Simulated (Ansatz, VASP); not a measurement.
## One calculation of ZnS, two programs

```
Zn S
1.0
     3.78902    0.00000    0.00000
    -1.89451    3.28139    0.00000
     0.00000    0.00000   12.96793
Zn S
4 4
Direct
  0.00000 0.00000 0.00005
  0.00000 0.00000 0.50005
  0.33333 0.66667 0.25002
  0.66667 0.33333 0.75002
  0.00000 0.00000 0.18729
  0.00000 0.00000 0.68729
  0.33333 0.66667 0.43764
  0.66667 0.33333 0.93764
```

Change from the starting cell: strain -0.015 along x and y, +0.030 along z, atoms carried along.

Alike in both runs: task single point; functional PBE; k mesh 12 × 12 × 2; occupations gaussian, width 0.05 eV; no spin polarisation.

|  | VASP | Ansatz |
| --- | --- | --- |
| version | VASP 6.6.1 | Ansatz 0.2.0 |
| potentials or method | VASP PAW PBE potentials, release 64 (Zn, S), cutoff 520 eV | scalar-relativistic, plane waves, PAW |
| valence electrons in the cell | 72 | 72 |

Ansatz gave:

| Item | Value |
| --- | --- |
| gap on the k mesh at the Fermi level (eV) | 1.95 |
| least direct gap on the mesh (eV) | 1.95 |
| pressure (GPa) | 0.3 |
| traceless stress, the component that is largest in VASP (GPa) | -3.63 |
| rms of the force components (eV/Å) | 0.120 |

Task: What did VASP give for the same quantities?

Result: gap on the k mesh at the Fermi level (eV): 1.96; least direct gap on the mesh (eV): 1.96; pressure (GPa): 0.4; traceless stress, the component that is largest in VASP (GPa): -3.66; rms of the force components (eV/Å): 0.122.

Atom by atom the forces differ by 0.003 eV/Å (rms over components).
